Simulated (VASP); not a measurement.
# GeW (Fm-3m) in VASP: settings compared

The runs below take GeW through relaxation of cell and atoms, single point, with PBE, LDA, PBEsol.

Everything below comes from runs of VASP 6.6.1. Logs are shortened: lines on timing, memory, paths and dates and some standing lists are left out, and cuts for length are marked.

**1. The cell of the first run**

The structure is cubic, space group Fm-3m (No. 225). The conventional cell has a = 5.155 Å, b = 5.155 Å, c = 5.155 Å, α = 90.00°, β = 90.00°, γ = 90.00°. Ge (site symmetry m-3m) has 6 W at 2.58 Å within 3.4 Å. Within 3.4 Å of W (site symmetry m-3m) lie 6 Ge at 2.58 Å.

**2. Relaxation of cell and atoms, PBE**

Input file INCAR:

```
ALGO = Normal
EDIFF = 1E-7
EDIFFG = -0.01
ENCUT = 600
GGA = PE
IBRION = 2
ISIF = 3
ISMEAR = -1
LASPH = True
LCHARG = False
LREAL = False
LWAVE = False
NELM = 100
NSW = 60
PREC = Accurate
SIGMA = 0.05
```

Input file KPOINTS:

```
k-points
0
Gamma
  9 9 9
```

Input file POSCAR:

```
GeW
1.0
    0.0000000000      2.5776100000      2.5776100000
    2.5776100000      0.0000000000      2.5776100000
    2.5776100000      2.5776100000      0.0000000000
Ge W
1 1
Direct
    0.5000000000      0.5000000000      0.5000000000
    0.0000000000      0.0000000000      0.0000000000
```

Potentials or basis: VASP PAW PBE potentials, release 64 (Ge_d, W_sv).

Launch:

```
cat potpaw_PBE.64/Ge_d/POTCAR potpaw_PBE.64/W_sv/POTCAR > POTCAR
mpirun -np 1 vasp_std > vasp.out
```

OUTCAR:

```text
EDIFF = 1E-7
   EDIFFG = -0.01
   ENCUT = 600
   GGA = PE
   IBRION = 2
   ISIF = 3
   ISMEAR = -1
   LASPH = True
   LREAL = False
   NELM = 100
   NSW = 60
   PREC = Accurate

 ion  position               nearest neighbor table
   1  0.500  0.500  0.500-   2 2.58   2 2.58   2 2.58   2 2.58   2 2.58   2 2.58
   2  0.000  0.000  0.000-   1 2.58   1 2.58   1 2.58   1 2.58   1 2.58   1 2.58

  LATTYP: Found a face centered cubic cell.
 ALAT       =     5.1552200000

  Lattice vectors:

 A1 = (   0.0000000000,   2.5776100000,   2.5776100000)
 A2 = (   2.5776100000,   0.0000000000,   2.5776100000)
 A3 = (   2.5776100000,   2.5776100000,   0.0000000000)

Analysis of symmetry for initial positions (statically):
=====================================================================
 Subroutine PRICEL returns:
 Original cell was already a primitive cell.

 Routine SETGRP: Setting up the symmetry group for a
 face centered cubic supercell.

 Subroutine GETGRP returns: Found 48 space group operations
 (whereof 48 operations were pure point group operations)
 out of a pool of 48 trial point group operations.

The static configuration has the point symmetry O_h .

Analysis of symmetry for dynamics (positions and initial velocities):
=====================================================================
 Subroutine PRICEL returns:
 Original cell was already a primitive cell.

 Routine SETGRP: Setting up the symmetry group for a
 face centered cubic supercell.

 Subroutine GETGRP returns: Found 48 space group operations
 (whereof 48 operations were pure point group operations)
 out of a pool of 48 trial point group operations.

The dynamic configuration has the point symmetry O_h .

 Subroutine INISYM returns: Found 48 space group operations
 (whereof 48 operations are pure point group operations),
 and found     1 'primitive' translations

----------------------------------------------------------------------------------------

                                     Primitive cell

  volume of cell :      34.2517

  direct lattice vectors                    reciprocal lattice vectors
     0.000000000  2.577610000  2.577610000    -0.193978143  0.193978143  0.193978143
     2.577610000  0.000000000  2.577610000     0.193978143 -0.193978143  0.193978143
     2.577610000  2.577610000  0.000000000     0.193978143  0.193978143 -0.193978143

  length of vectors
     3.645291021  3.645291021  3.645291021     0.335979998  0.335979998  0.335979998

  position of ions in fractional coordinates (direct lattice)
     0.500000000  0.500000000  0.500000000
     0.000000000  0.000000000  0.000000000

  ion indices of the primitive-cell ions
   primitive index   ion index
                 1           1
                 2           2

----------------------------------------------------------------------------------------

 KPOINTS: k-points

Automatic generation of k-mesh.
 Grid dimensions read from file:
 generate k-points for:    9    9    9

 Generating k-lattice:

  Cartesian coordinates                     Fractional coordinates (reciprocal lattice)
    -0.021553127  0.021553127  0.021553127     0.111111111  0.000000000  0.000000000
     0.021553127 -0.021553127  0.021553127     0.000000000  0.111111111  0.000000000
     0.021553127  0.021553127 -0.021553127     0.000000000  0.000000000  0.111111111

  Length of vectors
     0.037331111  0.037331111  0.037331111

  Shift w.r.t. Gamma in fractional coordinates (k-lattice)
     0.000000000  0.000000000  0.000000000

 Subroutine IBZKPT returns following result:
 ===========================================

 Found     35 irreducible k-points:

 Following reciprocal coordinates:
            Coordinates               Weight
  0.000000  0.000000  0.000000      1.000000
  0.111111  0.000000  0.000000      8.000000
  0.222222  0.000000  0.000000      8.000000
  0.333333  0.000000  0.000000      8.000000
  0.444444  0.000000  0.000000      8.000000
  0.111111  0.111111  0.000000      6.000000
[... 16 lines left out ...]
 -0.333333  0.333333  0.000000     12.000000
  0.444444  0.444444  0.000000      6.000000
 [... further k-points ...]
   k-points           NKPTS =     35   k-points in BZ     NKDIM =     35   number of bands    NBANDS=     18
   number of dos      NEDOS =    301   number of ions     NIONS =      2
   total plane-waves  NPLWV =  27000
   dimension x,y,z NGX =    30 NGY =   30 NGZ =   30
   dimension x,y,z NGXF=    60 NGYF=   60 NGZF=   60
   ions per type =               1   1
   NGX,Y,Z   is equivalent  to a cutoff of  13.68, 13.68, 13.68 a.u.
   NGXF,Y,Z  is equivalent  to a cutoff of  27.36, 27.36, 27.36 a.u.
 SYSTEM =  unknown system
   PREC   = accura    normal or accurate (medium, high low for compatibility)
   ISTART =      0    job   : 0-new  1-cont  2-samecut
   ICHARG =      2    charge: 1-file 2-atom 10-const
   ISPIN  =      1    spin polarized calculation?
   LNONCOLLINEAR =      F non collinear calculations
   LSORBIT =      F    spin-orbit coupling
   LASPH  =      T    aspherical Exc in radial PAW
   ENCUT  =  600.0 eV  44.10 Ry    6.64 a.u.   7.28  7.28  7.28*2*pi/ulx,y,z
   NELM   =    100;   NELMIN=  2; NELMDL= -5     # of ELM steps
   EDIFF  = 0.1E-06   stopping-criterion for ELM
   LREAL  =      F    real-space projection
   EDIFFG = -.1E-01   stopping-criterion for IOM
   NSW    =     60    number of steps for IOM
   IBRION =      2    ionic relax: 0-MD 1-quasi-New 2-CG
   NFREE  =      1    steps in history (QN), initial steepest desc. (CG)
   ISIF   =      3    stress and relaxation
   ISYM   =      2    0-nonsym 1-usesym 2-fastsym
   POTIM  = 0.5000    time-step for ionic-motion
   TEBEG  =    0.0;   TEEND  =   0.0 temperature during run
   PSTRESS=    0.0 pullay stress
   NELECT =      28.0000    total number of electrons
   NUPDOWN=      -1.0000    fix difference up-down
   EMIN   =  10.00;   EMAX   =-10.00  energy-range for DOS
   EFERMI =   0.00;   METHOD = LEGACY
   ISMEAR =    -1;   SIGMA  =   0.05  broadening in eV -4-tet -1-fermi 0-gaus
   EFERMI_NEDOS =   21; number of points for ismear=-14 and -15
   IALGO  =     38    algorithm
   IMIX   =      4    mixing-type and parameters
     AMIX     =   0.40;   BMIX     =  1.00
     AMIX_MAG =   1.60;   BMIX_MAG =  1.00
  volume/ion in A,a.u.               =      17.13       115.57
  Fermi-wavevector in a.u.,A,eV,Ry     =   1.530736  2.892672 31.880529  2.343153
  Thomas-Fermi vector in A             =   2.638178
   LORBIT       =      0    0 simple, 1 ext, 2 COOP (PROOUT), +10 PAW based schemes
   GGA     = PE    functional components
   LHFCALC =     F    Hartree Fock is set to
   AEXX    =    0.0000 exact exchange contribution
   IVDW    =     0    specifies the selected vdW correction
   LEPSILON=     F    determine dielectric tensor
   LRPA    =     F    only Hartree local field effects (RPA)
 conjugate gradient relaxation of ions
 non-spin polarized calculation
  energy-cutoff  :      600.00
  volume of cell :       34.25
 maximum number of plane-waves:      1158
 NGX is ok and might be reduce to    30
   NGX = 15   NGY = 15   NGZ = 15

--------------------------------------- Ionic step        1  -------------------------------------------

 number of electron      28.0000000 magnetization

 Free energy of the ion-electron system (eV)
  ---------------------------------------------------
  ext. energy  EPLUGINS =         0.00000000
  ---------------------------------------------------
  free energy    TOTEN  =       -15.71657278 eV

  energy without entropy =      -15.69266350  energy(sigma->0) =      -15.70461814

------------------------ aborting loop because EDIFF is reached ----------------------------------------

  FORCE on cell =-STRESS in cart. coord.  units (eV):
  Direction    XX          YY          ZZ          XY          YZ          ZX
  --------------------------------------------------------------------------------------
  -------------------------------------------------------------------------------------
  Total        0.0978237      0.0978237      0.0978237      0.0000000     -0.0000000      0.0000000
  in kB        4.5758651      4.5758651      4.5758651      0.0000000     -0.0000000      0.0000000
  external PRESSURE =       4.5758651 kB  Pullay stress =       0.0000000 kB
[... 57 lines left out ...]
  energy  without entropy=      -15.6923560976  energy(sigma->0) =      -15.70436224

--------------------------------------- Ionic step        3  -------------------------------------------

 number of electron      27.9999998 magnetization

 Free energy of the ion-electron system (eV)
  ---------------------------------------------------
  ext. energy  EPLUGINS =         0.00000000
  ---------------------------------------------------
  free energy    TOTEN  =       -15.71671203 eV

  energy without entropy =      -15.69276230  energy(sigma->0) =      -15.70473716

 E-fermi :   9.0231     XC(G=0): -12.4039

 val. band max:        8.9908939861   @ k =  -0.3333   0.3333   0.1111
 cond. band min:       9.0266063435   @ k =   0.3333   0.1111   0.0000
 fundamental gap:      0.0357123574
 Fermi energy:         9.0231355907

 k-point     1 :       0.0000    0.0000    0.0000
  band No.  band energies     occupation
      1     -65.4778      2.00000
      2     -29.6638      2.00000
      3     -29.6638      2.00000
      4     -29.6638      2.00000
      5     -15.4301      2.00000
      6     -15.4301      2.00000
[... 10 lines left out ...]
     17      11.4430      0.00000
     18      11.4430      0.00000
[... 466 lines left out ...]
      2     -29.7506      2.00000
      3     -29.6993      2.00000
      4     -29.6993      2.00000
      5     -15.4234      2.00000
      6     -15.4189      2.00000
[... 10 lines left out ...]
     17      10.4355      0.00000
     18      10.9585      0.00000

 [... further k-points ...]
[... 5 lines left out ...]
  --------------------------------------------------------------------------------------
  -------------------------------------------------------------------------------------
  Total       -0.0028151     -0.0028151     -0.0028151     -0.0000000      0.0000000     -0.0000000
  in kB       -0.1313207     -0.1313207     -0.1313207     -0.0000000      0.0000000     -0.0000000
  external PRESSURE =      -0.1313207 kB  Pullay stress =       0.0000000 kB
[... 17 lines left out ...]
  FREE ENERGIE OF THE ION-ELECTRON SYSTEM (eV)
  ---------------------------------------------------
  free  energy   TOTEN  =       -15.7167120277 eV

  energy  without entropy=      -15.6927622987  energy(sigma->0) =      -15.70473716

 reached required accuracy - stopping structural energy minimisation
```

It took 2.9 min on 1 thread of AMD EPYC 7R13, shared host; peak memory 0.16 GiB.

Results:

| Item | Value |
| --- | --- |
| Free energy | -15.7167 eV |
| Relaxed volume | 17.17 Å³/atom |
| Relaxed cell | a = 3.649 Å, b = 3.649 Å, c = 3.649 Å, α = 60.00°, β = 60.00°, γ = 60.00° |
| Space group after relaxing (to 0.05 Å) | Fm-3m (No. 225) |
| Energy gained by relaxing | 0.1 meV/atom |
| Ionic steps | 3 |
| Pressure after relaxing | 0.0 GPa |
| Band gap on the k mesh | zero (band 14 reaches 9.56 eV, above the bottom of band 15 at 7.86 eV) |

Step by step:
| step | energy change (eV) | largest force (eV/Å) | pressure (GPa) | volume (Å³) |
| --- | --- | --- | --- | --- |
| 1 | 0.0000 | 0.0000 | 0.46 | 34.25 |
| 2 | 0.0002 | 0.0000 | -0.73 | 34.49 |
| 3 | -0.0001 | 0.0000 | -0.01 | 34.35 |

Final structure:
```xyz
2
Lattice="0.0000 2.5800 2.5800 2.5800 0.0000 2.5800 2.5800 2.5800 0.0000" Properties=species:S:1:pos:R:3 pbc="T T T"
Ge    2.5800    2.5800    2.5800
W     0.0000    0.0000    0.0000
```

Levels at points of the mesh, in eV from the Fermi level:
| k point | band 10 | band 11 | band 12 | band 13 | band 14 | band 15 | band 16 | band 17 | band 18 |
| --- | --- | --- | --- | --- | --- | --- | --- | --- | --- |
| (0.00, 0.00, 0.00) | -12.31 | -1.60 | -1.60 | -1.60 | -0.87 | -0.87 | 2.42 | 2.42 | 2.42 |

Caveat: spin-orbit coupling is left out, which moves the levels of the heavy elements.

**3. Relaxation of cell and atoms, LDA**

Input file INCAR:

```
SYSTEM = GeW
PREC = Accurate
ENCUT = 600
EDIFF = 1E-6
ISMEAR = -1
SIGMA = 0.05
LREAL = .FALSE.
LASPH = .TRUE.
NELM = 80
ALGO = Normal
ISIF = 3
LWAVE = .FALSE.
LCHARG = .FALSE.
IBRION = 2
NSW = 60
EDIFFG = -0.01
```

Input file KPOINTS:

```
Automatic mesh
0
G
  9 9 9
  0 0 0
```

POSCAR is that of step 2.

Potentials or basis: VASP PAW LDA potentials, release 64 (Ge_d, W_sv).

Launch:

```
cat potpaw_LDA.64/Ge_d/POTCAR potpaw_LDA.64/W_sv/POTCAR > POTCAR
mpirun -np 1 vasp_std > vasp.out
```

Run time: 6.3 min. Hardware: 1 thread of AMD EPYC 7R13, shared host; peak memory 0.14 GiB.

The run converged. Its results:

* Free energy: -17.7056 eV
* Relaxed volume: 16.30 Å³/atom
* Relaxed cell: a = 3.586 Å, b = 3.586 Å, c = 3.586 Å, α = 60.00°, β = 60.00°, γ = 60.00°
* Space group after relaxing (to 0.05 Å): Fm-3m (No. 225)
* Energy gained by relaxing: 23.5 meV/atom
* Ionic steps: 10
* Pressure after relaxing: -0.1 GPa
* Band gap on the k mesh: zero (band 14 reaches 10.07 eV, above the bottom of band 15 at 8.24 eV)

The path:
| step | energy change (eV) | largest force (eV/Å) | pressure (GPa) | volume (Å³) |
| --- | --- | --- | --- | --- |
| 1 | 0.0000 | 0.0000 | -8.73 | 34.25 |
| 2 | 0.1225 | 0.0000 | 21.25 | 29.83 |
| 3 | -0.0470 | 0.0000 | -0.25 | 32.65 |
| 4 | -0.0471 | 0.0000 | -0.19 | 32.61 |
| 5 | -0.0469 | 0.0000 | 0.65 | 32.49 |
| 6 | -0.0471 | 0.0000 | 0.12 | 32.58 |
| 7 | -0.0471 | 0.0000 | -0.19 | 32.63 |
| 8 | -0.0471 | 0.0000 | -0.10 | 32.60 |
| 9 | -0.0471 | 0.0000 | 0.17 | 32.59 |
| 10 | -0.0471 | 0.0000 | -0.05 | 32.59 |

Final structure:
```xyz
2
Lattice="0.0000 2.5353 2.5353 2.5353 0.0000 2.5353 2.5353 2.5353 0.0000" Properties=species:S:1:pos:R:3 pbc="T T T"
Ge    2.5353    2.5353    2.5353
W     0.0000    0.0000    0.0000
```

Levels at points of the mesh, in eV from the Fermi level:
```csv
k point,band 10,band 11,band 12,band 13,band 14,band 15,band 16,band 17,band 18
"(0.00, 0.00, 0.00)",-12.66,-1.73,-1.73,-1.73,-0.90,-0.90,2.53,2.53,2.53
```

Caveat: spin-orbit coupling is left out, which moves the levels of the heavy elements.

**4. Relaxation of cell and atoms, PBEsol**

Input file INCAR:

```
SYSTEM = GeW
  PREC = Accurate
  ENCUT = 600
  EDIFF = 1E-6
  ISMEAR = -1
  SIGMA = 0.05
  LREAL = .False.
  LASPH = .True.
  NELM = 60
  ALGO = Normal
  ISIF = 3
  LWAVE = .False.
  LCHARG = .False.
  GGA = PS
  IBRION = 2
  NSW = 60
  EDIFFG = -0.01
```

Input file KPOINTS:

```
regular mesh
0
Gamma
  9 9 9
  0 0 0
```

POSCAR is that of step 3.

Potentials or basis: VASP PAW PBE potentials, release 64 (Ge_d, W_sv).

Launch:

```
cat potpaw_PBE.64/Ge_d/POTCAR potpaw_PBE.64/W_sv/POTCAR > POTCAR
mpirun -np 1 vasp_std > vasp.out
```

Run time: 5.5 min. Hardware: 1 thread of AMD EPYC 7R13, shared host; peak memory 0.16 GiB.

It converged, with:

| Property | Result |
| --- | --- |
| Free energy | -17.0704 eV |
| Relaxed volume | 16.59 Å³/atom |
| Relaxed cell | a = 3.607 Å, b = 3.607 Å, c = 3.607 Å, α = 60.00°, β = 60.00°, γ = 60.00° |
| Space group after relaxing (to 0.05 Å) | Fm-3m (No. 225) |
| Energy gained by relaxing | 9.2 meV/atom |
| Ionic steps | 6 |
| Pressure after relaxing | 0.0 GPa |
| Band gap on the k mesh | zero (band 14 reaches 9.88 eV, above the bottom of band 15 at 8.08 eV) |

Step by step:
```tsv
step	energy change (eV)	largest force (eV/Å)	pressure (GPa)	volume (Å³)
1	0.0000	0.0000	-5.46	34.25
2	0.0422	0.0000	11.43	31.44
3	-0.0184	0.0000	-0.12	33.23
4	-0.0184	0.0000	-0.12	33.21
5	-0.0146	0.0000	2.67	32.74
6	-0.0184	0.0000	-0.01	33.19
```

Final structure:
```xyz
2
Lattice="0.0000 2.5506 2.5506 2.5506 0.0000 2.5506 2.5506 2.5506 0.0000" Properties=species:S:1:pos:R:3 pbc="T T T"
Ge    2.5506    2.5506    2.5506
W     0.0000    0.0000    0.0000
```

Levels at points of the mesh, in eV from the Fermi level:
| k point | band 11 | band 12 | band 13 | band 14 | band 15 | band 16 | band 17 | band 18 |
| --- | --- | --- | --- | --- | --- | --- | --- | --- |
| (0.00, 0.00, 0.00) | -1.69 | -1.69 | -1.69 | -0.89 | -0.89 | 2.51 | 2.51 | 2.51 |

Caveat: the PAW data sets were made with another functional, which shifts forces and pressure a little; spin-orbit coupling is left out, which moves the levels of the heavy elements.

**5. Single point, PBE, non-collinear spin, zero start, spin-orbit coupling**

Input file INCAR:

```
PREC = Accurate ; ENCUT = 520
EDIFF = 1E-6 ; ISMEAR = -1
SIGMA = 0.05 ; LREAL = False
LASPH = True ; NELM = 150
ALGO = Normal ; ISIF = 2
LWAVE = False ; LCHARG = False
LNONCOLLINEAR = True ; MAGMOM = 0 0 0 0 0 0
LORBIT = 11 ; LSORBIT = True
GGA_COMPAT = False ; LORBMOM = True
LMAXMIX = 4 ; GGA = PE
NBANDS = 40
```

Input file KPOINTS:

```
regular mesh
0
Gamma
  7 7 7
```

POSCAR is that of step 4.

Launch:

```
cat potpaw_PBE.64/Ge_d/POTCAR potpaw_PBE.64/W_sv/POTCAR > POTCAR
mpirun -np 1 vasp_ncl > vasp.out
```

Wall time 2.9 min (1 thread of AMD EPYC 7R13, shared host); peak memory 0.23 GiB.

It converged, with:

```yaml
Free_energy: -16.5503 eV
Pressure: 0.8 GPa
Net_moment: 0.00 μB per cell
Valence_electrons_inside_the_program's_atomic_spheres: Ge 12.62; W 11.94
```

Moments on the atoms (μB; x, y, z):
```
Ge  0.00 0.00 0.00
W   0.00 0.00 0.00
```

**6. Single point, LDA, non-collinear spin, zero start, spin-orbit coupling**

Input file INCAR:

```
PREC = Accurate
ENCUT = 520
EDIFF = 1E-6
ISMEAR = -1
SIGMA = 0.05
LREAL = False
LASPH = True
NELM = 150
ALGO = Normal
ISIF = 2
LWAVE = False
LCHARG = True
LNONCOLLINEAR = True
MAGMOM = 0 0 0 0 0 0
LORBIT = 11
LSORBIT = True
GGA_COMPAT = False
LORBMOM = True
LMAXMIX = 4
LVHAR = True
NBANDS = 40
```

KPOINTS is that of step 5.

POSCAR is that of step 5.

Potentials or basis: VASP PAW LDA potentials, release 64 (Ge_d, W_sv).

Launch:

```
cat potpaw_LDA.64/Ge_d/POTCAR potpaw_LDA.64/W_sv/POTCAR > POTCAR
mpirun -np 1 vasp_ncl > vasp.out
```

Run time: 2.5 min. Hardware: 1 thread of AMD EPYC 7R13, shared host; peak memory 0.2 GiB.

The run converged. Its results:

```
Free energy                                           : -18.5067 eV
Pressure                                              : -8.2 GPa
Net moment                                            : 0.00 μB per cell
Valence electrons inside the program's atomic spheres : Ge 12.64; W 11.96
```

Moments on the atoms (μB; x, y, z):
```
Ge  0.00 0.00 0.00
W   0.00 0.00 0.00
```

**7. Overview**

| task | level | potentials or basis | spin | cell | k mesh | cutoff (eV) | gap on the mesh (eV) | pressure (GPa) | moment (μB) | relaxed volume (Å³/atom) |
| --- | --- | --- | --- | --- | --- | --- | --- | --- | --- | --- |
| relaxation of cell and atoms | PBE | VASP PAW PBE potentials, release 64 (Ge_d, W_sv) | off | relaxed | 9 × 9 × 9 | 600 | none | 0.0 | - | 17.17 |
| relaxation of cell and atoms | LDA | VASP PAW LDA potentials, release 64 (Ge_d, W_sv) | off | relaxed | 9 × 9 × 9 | 600 | none | -0.1 | - | 16.30 |
| relaxation of cell and atoms | PBEsol | VASP PAW PBE potentials, release 64 (Ge_d, W_sv) | off | relaxed | 9 × 9 × 9 | 600 | none | 0.0 | - | 16.59 |
| single point | PBE | VASP PAW PBE potentials, release 64 (Ge_d, W_sv) | non-collinear, zero start, SOC | as given | 7 × 7 × 7 | 520 | - | 0.8 | 0.00 | - |
| single point | LDA | VASP PAW LDA potentials, release 64 (Ge_d, W_sv) | non-collinear, zero start, SOC | as given | 7 × 7 × 7 | 520 | - | -8.2 | 0.00 | - |

Alike in all rows: smearing fermi-dirac 0.05 eV.

Caveats: spin-orbit coupling is left out, which moves the levels of the heavy elements (some runs); the PAW data sets were made with another functional, which shifts forces and pressure a little (some runs).

Absolute energies hang on the potentials; compare differences alone.
